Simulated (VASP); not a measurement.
## Ca: single point with PBEsol

The system is Ca.

```
Ca
1.0
    -2.16304    2.16304    2.16304
     2.16304   -2.16304    2.16304
     2.16304    2.16304   -2.16304
Ca
1
Direct
  0.00000 0.00000 0.00000
```

This isn't the form of Ca at room conditions, which is fcc.

```
Program             : VASP 6.6.1
Task                : single point
Functional          : PBEsol
Potentials or basis : VASP PAW PBE potentials, release 64 (Ca_sv)
Cutoff              : 500 eV
k mesh              : 7 × 7 × 7
Occupations         : gaussian, width 0.05 eV
Spin                : no spin polarisation
```

```json
{
  "Pressure": "0.0 GPa",
  "Band gap on the k mesh": "zero (bands 5 and 6 overlap by 0.22 eV)"
}
```

Levels at points of the mesh, in eV from the Fermi level:
| k point | band 3 | band 4 | band 5 | band 6 | band 7 | band 8 |
| --- | --- | --- | --- | --- | --- | --- |
| (0.00, 0.00, 0.00) | -22.78 | -22.78 | -4.16 | 2.33 | 2.33 | 2.33 |

Run time: 7.4 s on 1 thread of Intel Xeon 8259CL, on a shared host, peak memory 0.15 GiB.

Caveat: the PAW data sets were made with another functional, which shifts forces and pressure a little.
